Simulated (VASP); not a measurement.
# Hf (R-3m) in VASP: a series of runs

The runs below take Hf through single point, with PBE.

Program: VASP 6.6.1. These are calculated values, not measurements. Logs are shortened: lines on timing, memory, paths and dates and some standing lists are left out, and cuts for length are marked.

### Step 1. The cell of the first run

Symmetry: R-3m, No. 166, trigonal system. The conventional cell has a = 5.054 Å, b = 5.054 Å, c = 3.189 Å, α = 90.00°, β = 90.00°, γ = 120.00°. Within 4.1 Å of Hf (site symmetry -3m) lie 14 Hf at 3.11 to 3.61 Å.

### Step 2. Single point, PBE (equal xy, yz and zx shear strains of +2 %)

Input file INCAR:

```
SYSTEM = Hf
ALGO = Normal
EDIFF = 1E-7
ENCUT = 520
GGA = PE
ISIF = 2
ISMEAR = -1
LASPH = .True.
LCHARG = .False.
LREAL = .False.
LWAVE = .False.
NBANDS = 11
NELM = 100
PREC = Accurate
SIGMA = 0.05
```

Input file KPOINTS:

```
k-points
0
Gamma
  14 14 14
  0 0 0
```

Input file POSCAR:

```
Hf
1.0
   -1.7689000000      1.8050000000      1.8050000000
    1.8050000000     -1.7689000000      1.8050000000
    1.8050000000      1.8050000000     -1.7689000000
Hf
1
Direct
    0.0000000000      0.0000000000      0.0000000000
```

Potentials or basis: VASP PAW PBE potentials, release 64 (Hf_pv).

Launch:

```console
$ cat potpaw_PBE.64/Hf_pv/POTCAR > POTCAR
$ mpirun -np 1 vasp_std > vasp.out
```

OUTCAR:

```text
SYSTEM = Hf
   EDIFF = 1E-7
   ENCUT = 520
   GGA = PE
   ISIF = 2
   ISMEAR = -1
   LASPH = .True.
   LREAL = .False.
   NELM = 100
   PREC = Accurate

 ion  position               nearest neighbor table
   1  0.000  0.000  0.000-

  LATTYP: Found a trigonal (rhomboedric) cell.
 ALAT       =     3.1056492413
 COS(alpha) =    -0.3242805026

  Lattice vectors:

 A1 = (  -1.7689000000,   1.8050000000,   1.8050000000)
 A2 = (   1.8050000000,  -1.7689000000,   1.8050000000)
 A3 = (   1.8050000000,   1.8050000000,  -1.7689000000)

Analysis of symmetry for initial positions (statically):
=====================================================================
 Subroutine PRICEL returns:
 Original cell was already a primitive cell.

 Routine SETGRP: Setting up the symmetry group for a
 trigonal (rhombohedral) supercell.

 Subroutine GETGRP returns: Found 12 space group operations
 (whereof 12 operations were pure point group operations)
 out of a pool of 12 trial point group operations.

The static configuration has the point symmetry D_3d.

Analysis of symmetry for dynamics (positions and initial velocities):
=====================================================================
 Subroutine PRICEL returns:
 Original cell was already a primitive cell.

 Routine SETGRP: Setting up the symmetry group for a
 trigonal (rhombohedral) supercell.

 Subroutine GETGRP returns: Found 12 space group operations
 (whereof 12 operations were pure point group operations)
 out of a pool of 12 trial point group operations.

The dynamic configuration has the point symmetry D_3d.

 Subroutine INISYM returns: Found 12 space group operations
 (whereof 12 operations are pure point group operations),
 and found     1 'primitive' translations

----------------------------------------------------------------------------------------

                                     Primitive cell

  volume of cell :      23.5159

  direct lattice vectors                    reciprocal lattice vectors
    -1.768900000  1.805000000  1.805000000    -0.005486399  0.274319974  0.274319974
     1.805000000 -1.768900000  1.805000000     0.274319974 -0.005486399  0.274319974
     1.805000000  1.805000000 -1.768900000     0.274319974  0.274319974 -0.005486399

  length of vectors
     3.105649241  3.105649241  3.105649241     0.387985821  0.387985821  0.387985821

  position of ions in fractional coordinates (direct lattice)
     0.000000000  0.000000000  0.000000000

  ion indices of the primitive-cell ions
   primitive index   ion index
                 1           1

----------------------------------------------------------------------------------------

 KPOINTS: k-points

Automatic generation of k-mesh.
 Grid dimensions read from file:
 generate k-points for:   14   14   14

 Generating k-lattice:

  Cartesian coordinates                     Fractional coordinates (reciprocal lattice)
    -0.000391886  0.019594284  0.019594284     0.071428571  0.000000000  0.000000000
     0.019594284 -0.000391886  0.019594284     0.000000000  0.071428571  0.000000000
     0.019594284  0.019594284 -0.000391886    -0.000000000 -0.000000000  0.071428571

  Length of vectors
     0.027713273  0.027713273  0.027713273

  Shift w.r.t. Gamma in fractional coordinates (k-lattice)
     0.000000000  0.000000000  0.000000000

 Subroutine IBZKPT returns following result:
 ===========================================

 Found    288 irreducible k-points:

 Following reciprocal coordinates:
            Coordinates               Weight
  0.000000  0.000000  0.000000      1.000000
  0.071429  0.000000  0.000000      6.000000
  0.142857  0.000000  0.000000      6.000000
  0.214286  0.000000  0.000000      6.000000
  0.285714  0.000000  0.000000      6.000000
  0.357143  0.000000  0.000000      6.000000
[... 16 lines left out ...]
  0.214286  0.142857  0.000000     12.000000
  0.285714  0.142857  0.000000     12.000000
 [... further k-points ...]
   k-points           NKPTS =    288   k-points in BZ     NKDIM =    288   number of bands    NBANDS=     11
   number of dos      NEDOS =    301   number of ions     NIONS =      1
   total plane-waves  NPLWV =  13824
   dimension x,y,z NGX =    24 NGY =   24 NGZ =   24
   dimension x,y,z NGXF=    48 NGYF=   48 NGZF=   48
   ions per type =               1
   NGX,Y,Z   is equivalent  to a cutoff of  12.85, 12.85, 12.85 a.u.
   NGXF,Y,Z  is equivalent  to a cutoff of  25.69, 25.69, 25.69 a.u.
 SYSTEM =  Hf
   PREC   = accura    normal or accurate (medium, high low for compatibility)
   ISTART =      0    job   : 0-new  1-cont  2-samecut
   ICHARG =      2    charge: 1-file 2-atom 10-const
   ISPIN  =      1    spin polarized calculation?
   LNONCOLLINEAR =      F non collinear calculations
   LSORBIT =      F    spin-orbit coupling
   LASPH  =      T    aspherical Exc in radial PAW
   ENCUT  =  520.0 eV  38.22 Ry    6.18 a.u.   5.77  5.77  5.77*2*pi/ulx,y,z
   NELM   =    100;   NELMIN=  2; NELMDL= -5     # of ELM steps
   EDIFF  = 0.1E-06   stopping-criterion for ELM
   LREAL  =      F    real-space projection
   EDIFFG = 0.1E-05   stopping-criterion for IOM
   NSW    =      0    number of steps for IOM
   IBRION =     -1    ionic relax: 0-MD 1-quasi-New 2-CG
   NFREE  =      0    steps in history (QN), initial steepest desc. (CG)
   ISIF   =      2    stress and relaxation
   ISYM   =      2    0-nonsym 1-usesym 2-fastsym
   POTIM  = 0.5000    time-step for ionic-motion
   TEBEG  =    0.0;   TEEND  =   0.0 temperature during run
   PSTRESS=    0.0 pullay stress
   NELECT =      10.0000    total number of electrons
   NUPDOWN=      -1.0000    fix difference up-down
   EMIN   =  10.00;   EMAX   =-10.00  energy-range for DOS
   EFERMI =   0.00;   METHOD = LEGACY
   ISMEAR =    -1;   SIGMA  =   0.05  broadening in eV -4-tet -1-fermi 0-gaus
   EFERMI_NEDOS =   21; number of points for ismear=-14 and -15
   IALGO  =     38    algorithm
   IMIX   =      4    mixing-type and parameters
     AMIX     =   0.40;   BMIX     =  1.00
     AMIX_MAG =   1.60;   BMIX_MAG =  1.00
  volume/ion in A,a.u.               =      23.52       158.69
  Fermi-wavevector in a.u.,A,eV,Ry     =   1.231083  2.326410 20.620529  1.515566
  Thomas-Fermi vector in A             =   2.365907
   LORBIT       =      0    0 simple, 1 ext, 2 COOP (PROOUT), +10 PAW based schemes
   GGA     = PE    functional components
   LHFCALC =     F    Hartree Fock is set to
   AEXX    =    0.0000 exact exchange contribution
   IVDW    =     0    specifies the selected vdW correction
   LEPSILON=     F    determine dielectric tensor
   LRPA    =     F    only Hartree local field effects (RPA)
 non-spin polarized calculation
  energy-cutoff  :      520.00
  volume of cell :       23.52
 maximum number of plane-waves:       650
   NGX = 11   NGY = 11   NGZ = 11

 number of electron      10.0000000 magnetization

 Free energy of the ion-electron system (eV)
  ---------------------------------------------------
  ext. energy  EPLUGINS =         0.00000000
  ---------------------------------------------------
  free energy    TOTEN  =        -9.72495851 eV

  energy without entropy =       -9.70723652  energy(sigma->0) =       -9.71609751

 E-fermi :   4.2391     XC(G=0): -11.0589

 val. band max:        4.2337755674   @ k =  -0.4286  -0.4286   0.1429
 cond. band min:       4.2393943679   @ k =  -0.0714   0.3571   0.0714
 fundamental gap:      0.0056188004
 Fermi energy:         4.2390810945

 k-point     1 :       0.0000    0.0000    0.0000
  band No.  band energies     occupation
      1     -25.8086      2.00000
      2     -25.7723      2.00000
      3     -25.7723      2.00000
      4      -2.6271      2.00000
      5       5.5805      0.00000
      6       5.5805      0.00000
      7       6.0048      0.00000
      8       8.3901      0.00000
      9       8.3901      0.00000
     10      17.1426      0.00000
     11      17.1426      0.00000

 k-point     2 :       0.0714    0.0000    0.0000
  band No.  band energies     occupation
      1     -25.8363      2.00000
      2     -25.7901      2.00000
      3     -25.7726      2.00000
      4      -2.4532      2.00000
      5       5.4668      0.00000
      6       5.5719      0.00000
      7       6.1136      0.00000
      8       8.2284      0.00000
      9       8.3940      0.00000
     10      17.3742      0.00000
     11      17.5880      0.00000

 k-point     3 :       0.1429    0.0000    0.0000
  band No.  band energies     occupation
      1     -25.9284      2.00000
      2     -25.8241      2.00000
      3     -25.7733      2.00000
      4      -1.9532      2.00000
      5       5.1674      0.00000
      6       5.3704      0.00000
      7       6.5566      0.00000
      8       7.9818      0.00000
      9       8.4228      0.00000
     10      17.3191      0.00000
     11      17.7779      0.00000

 k-point     4 :       0.2143    0.0000    0.0000
  band No.  band energies     occupation
      1     -26.0648      2.00000
      2     -25.8667      2.00000
      3     -25.7744      2.00000
      4      -1.1971      2.00000
      5       4.7766      0.00004
      6       4.9474      0.00000
      7       7.3434      0.00000
      8       7.9544      0.00000
      9       8.5105      0.00000
     10      17.3140      0.00000
     11      17.6753      0.00000
[... 239 lines left out ...]
 k-point    22 :       0.1429    0.1429    0.0000
  band No.  band energies     occupation
      1     -26.1015      2.00000
      2     -25.8803      2.00000
      3     -25.8083      2.00000
      4      -0.7760      2.00000
      5       4.5993      0.00149
      6       4.6780      0.00031
      7       7.6476      0.00000
      8       7.9175      0.00000
      9       8.8941      0.00000
     10      17.2932      0.00000
     11      17.6340      0.00000

 k-point    23 :       0.2143    0.1429    0.0000
  band No.  band energies     occupation
      1     -26.2086      2.00000
      2     -25.9401      2.00000
      3     -25.8179      2.00000
      4       0.0887      2.00000
      5       4.2085      1.29625
      6       4.4090      0.06474
      7       7.7359      0.00000
      8       8.9340      0.00000
      9       9.0923      0.00000
     10      16.0790      0.00000
     11      17.3286      0.00000

 k-point    24 :       0.2857    0.1429    0.0000
  band No.  band energies     occupation
      1     -26.3083      2.00000
      2     -25.9960      2.00000
      3     -25.8222      2.00000
      4       0.8876      2.00000
      5       3.9765      1.98958
      6       4.2572      0.82066
      7       7.9696      0.00000
      8       9.1445      0.00000
      9      10.1480      0.00000
     10      14.5085      0.00000
     11      16.7545      0.00000

 [... further k-points ...]

------------------------ aborting loop because EDIFF is reached ----------------------------------------

  FORCE on cell =-STRESS in cart. coord.  units (eV):
  Direction    XX          YY          ZZ          XY          YZ          ZX
  --------------------------------------------------------------------------------------
  -------------------------------------------------------------------------------------
  Total       -0.7694105     -0.7694105     -0.7694105     -0.1445385     -0.1445385     -0.1445385
  in kB      -52.4211461    -52.4211461    -52.4211461     -9.8476354     -9.8476354     -9.8476354
  external PRESSURE =     -52.4211461 kB  Pullay stress =       0.0000000 kB

 VOLUME and BASIS-vectors are now :
 -----------------------------------------------------------------------------
  energy-cutoff  :      520.00
  volume of cell :       23.52
      direct lattice vectors                 reciprocal lattice vectors
    -1.768900000  1.805000000  1.805000000    -0.005486399  0.274319974  0.274319974
     1.805000000 -1.768900000  1.805000000     0.274319974 -0.005486399  0.274319974
     1.805000000  1.805000000 -1.768900000     0.274319974  0.274319974 -0.005486399

 POSITION                                       TOTAL-FORCE (eV/Angst)
 -----------------------------------------------------------------------------------
      0.00000      0.00000      0.00000         0.000000      0.000000      0.000000
 -----------------------------------------------------------------------------------
    total drift:                                0.000000      0.000000      0.000000

  FREE ENERGIE OF THE ION-ELECTRON SYSTEM (eV)
  ---------------------------------------------------
  free  energy   TOTEN  =        -9.7249585105 eV

  energy  without entropy=       -9.7072365188  energy(sigma->0) =       -9.71609751
```

Wall time 66 s (1 thread of Intel Xeon 8259CL, shared host); peak memory 0.2 GiB.

What came out:

```yaml
Free_energy: -9.7250 eV
Pressure: -5.2 GPa
Band_gap_on_the_k_mesh: zero (bands 5 and 6 overlap by 2.04 eV)
```

Levels at points of the mesh, in eV from the Fermi level:
```tsv
k point	band 2	band 3	band 4	band 5	band 6	band 7	band 8	band 9
(0.00, 0.00, 0.00)	-30.01	-30.01	-6.87	1.34	1.34	1.77	4.15	4.15
(0.50, 0.00, 0.00)	-30.23	-30.02	-3.26	-0.45	0.78	4.04	5.00	7.04
(0.50, 0.50, 0.00)	-30.27	-30.03	-3.18	-0.38	1.02	3.84	4.76	7.27
(0.50, 0.50, 0.50)	-30.54	-30.47	-2.36	-2.36	6.06	6.58	6.58	6.75
```

Caveat: the cell differs from its parent crystal (equal xy, yz and zx shear strains of +2 %); the cell stands under tension; spin-orbit coupling is left out, which moves the levels of the heavy elements.

### Step 3. Single point, PBE (equal xy, yz and zx shear strains of -2 %)

Input file INCAR:

```
SYSTEM = Hf
  ALGO = Normal
  EDIFF = 1E-7
  ENCUT = 520
  GGA = PE
  ISIF = 2
  ISMEAR = -1
  LASPH = .True.
  LCHARG = .False.
  LREAL = .False.
  LWAVE = .False.
  NBANDS = 11
  NELM = 60
  PREC = Accurate
  SIGMA = 0.05
```

KPOINTS is that of step 2.

Input file POSCAR:

```
Hf
1.0
   -1.8411000000      1.8050000000      1.8050000000
    1.8050000000     -1.8411000000      1.8050000000
    1.8050000000      1.8050000000     -1.8411000000
Hf
1
Direct
    0.0000000000      0.0000000000      0.0000000000
```

Potentials or basis: VASP PAW PBE potentials, release 64 (Hf_pv).

Launch:

```console
$ cat potpaw_PBE.64/Hf_pv/POTCAR > POTCAR
$ mpirun -np 1 vasp_std > vasp.out
```

It took 75 s on 1 thread of Intel Xeon 8259CL, shared host; peak memory 0.2 GiB.

It converged, with:

```yaml
Free_energy: -9.7251 eV
Pressure: -5.2 GPa
Band_gap_on_the_k_mesh: zero (bands 5 and 6 overlap by 2.05 eV)
```

Stress tensor (GPa, compression positive):
```
-5.25  0.92  0.92
 0.92 -5.25  0.92
 0.92  0.92 -5.25
```

Levels at points of the mesh, in eV from the Fermi level:
```
           k point  band 1  band 2  band 3  band 4  band 5  band 6  band 7  band 8  band 9  band 10
(0.00, 0.00, 0.00)  -30.04  -30.04  -29.99   -6.87    1.22    1.61    1.61    4.15    4.15    12.75
(0.50, 0.00, 0.00)  -30.74  -30.27  -30.03   -3.18   -0.37    1.02    3.83    4.74    7.23     9.76
(0.50, 0.50, 0.00)  -30.70  -30.23  -30.01   -3.26   -0.46    0.77    4.06    5.02    7.08     9.32
(0.50, 0.50, 0.50)  -30.57  -30.49  -30.49   -2.36   -2.36    6.25    6.25    6.72    6.80     6.80
```

Caveat: the cell differs from its parent crystal (equal xy, yz and zx shear strains of -2 %); the cell stands under tension; spin-orbit coupling is left out, which moves the levels of the heavy elements.

### Step 4. Single point, PBE (equal xy, yz and zx shear strains of +1 %)

Input file INCAR:

```
  PREC = Accurate
  ENCUT = 520
  EDIFF = 1E-6
  ISMEAR = -1
  SIGMA = 0.05
  LREAL = F
  LASPH = T
  NELM = 60
  ALGO = Normal
  ISIF = 2
  LWAVE = F
  LCHARG = F
  GGA = PE
  NBANDS = 11
```

Input file KPOINTS:

```
regular mesh
0
Gamma
  14 14 14
```

Input file POSCAR:

```
Hf
1.0
   -1.7869500000      1.8050000000      1.8050000000
    1.8050000000     -1.7869500000      1.8050000000
    1.8050000000      1.8050000000     -1.7869500000
Hf
1
Direct
    0.0000000000      0.0000000000      0.0000000000
```

Launch:

```console
$ cat potpaw_PBE.64/Hf_pv/POTCAR > POTCAR
$ mpirun -np 1 vasp_std > vasp.out
```

Run time: 63 s. Hardware: 1 thread of Intel Xeon 8259CL, shared host; peak memory 0.2 GiB.

The run converged. Its results:

| Property | Result |
| --- | --- |
| Free energy | -9.7280 eV |
| Pressure | -5.3 GPa |
| Band gap on the k mesh | zero (bands 5 and 6 overlap by 2.13 eV) |

Stress tensor (GPa, compression positive):
```
-5.26 -0.49 -0.49
-0.49 -5.26 -0.49
-0.49 -0.49 -5.26
```

Levels at points of the mesh, in eV from the Fermi level:
| k point | band 1 | band 2 | band 3 | band 4 | band 5 | band 6 | band 7 | band 8 | band 9 | band 10 |
| --- | --- | --- | --- | --- | --- | --- | --- | --- | --- | --- |
| (0.00, 0.00, 0.00) | -30.04 | -30.02 | -30.02 | -6.87 | 1.42 | 1.42 | 1.63 | 4.13 | 4.13 | 12.98 |
| (0.50, 0.00, 0.00) | -30.71 | -30.24 | -30.02 | -3.24 | -0.43 | 0.83 | 3.99 | 4.95 | 7.11 | 9.43 |
| (0.50, 0.50, 0.00) | -30.72 | -30.26 | -30.03 | -3.20 | -0.39 | 0.96 | 3.88 | 4.82 | 7.22 | 9.60 |
| (0.50, 0.50, 0.50) | -30.53 | -30.53 | -30.49 | -2.36 | -2.36 | 6.24 | 6.49 | 6.49 | 6.79 | 6.88 |

Caveat: the cell differs from its parent crystal (equal xy, yz and zx shear strains of +1 %); the cell stands under tension; spin-orbit coupling is left out, which moves the levels of the heavy elements.

### Step 5. Single point, PBE (equal xy, yz and zx shear strains of +3 %)

Input file INCAR:

```
PREC = Accurate ; ENCUT = 520
EDIFF = 1E-7 ; ISMEAR = -1
SIGMA = 0.05 ; LREAL = False
LASPH = True ; NELM = 60
ALGO = Normal ; ISIF = 2
LWAVE = False ; LCHARG = False
GGA = PE ; NBANDS = 11
```

Input file KPOINTS:

```
Automatic mesh
0
Gamma
  14 14 14
```

Input file POSCAR:

```
Hf
1.0
   -1.7508500000      1.8050000000      1.8050000000
    1.8050000000     -1.7508500000      1.8050000000
    1.8050000000      1.8050000000     -1.7508500000
Hf
1
Direct
    0.0000000000      0.0000000000      0.0000000000
```

Launch:

```console
$ cat potpaw_PBE.64/Hf_pv/POTCAR > POTCAR
$ mpirun -np 1 vasp_std > vasp.out
```

It took 71 s on 1 thread of Intel Xeon 8259CL, shared host; peak memory 0.2 GiB.

It converged, with:

* Free energy: -9.7199 eV
* Pressure: -5.2 GPa
* Band gap on the k mesh: zero (bands 5 and 6 overlap by 1.94 eV)

Stress tensor (GPa, compression positive):
```
-5.18 -1.48 -1.48
-1.48 -5.18 -1.48
-1.48 -1.48 -5.18
```

Levels at points of the mesh, in eV from the Fermi level:
```
           k point  band 3  band 4  band 5  band 6  band 7  band 8
(0.00, 0.00, 0.00)  -30.00   -6.87    1.26    1.26    1.90    4.18
(0.50, 0.00, 0.00)  -30.01   -3.27   -0.46    0.73    4.10    5.06
(0.50, 0.50, 0.00)  -30.03   -3.16   -0.37    1.08    3.81    4.70
(0.50, 0.50, 0.50)  -30.44   -2.36   -2.36    5.88    6.66    6.66
```

Caveat: the cell differs from its parent crystal (equal xy, yz and zx shear strains of +3 %); the cell stands under tension; spin-orbit coupling is left out, which moves the levels of the heavy elements.

### Step 6. The runs side by side

| cell | gap on the mesh (eV) | pressure (GPa) |
| --- | --- | --- |
| a = 3.106 Å, angles 108.9°, 1 atom | none | -5.2 |
| a = 3.147 Å, angles 110.0°, 1 atom | none | -5.2 |
| a = 3.116 Å, angles 109.2°, 1 atom | none | -5.3 |
| a = 3.095 Å, angles 108.6°, 1 atom | none | -5.2 |

Alike in all rows: task single point; level PBE; potentials or basis VASP PAW PBE potentials, release 64 (Hf_pv); no spin polarisation; k mesh 14 × 14 × 14; cutoff (eV) 520; smearing fermi-dirac 0.05 eV.

Caveats: the cell stands under tension; spin-orbit coupling is left out, which moves the levels of the heavy elements.

Absolute energies hang on the potentials; compare differences alone.
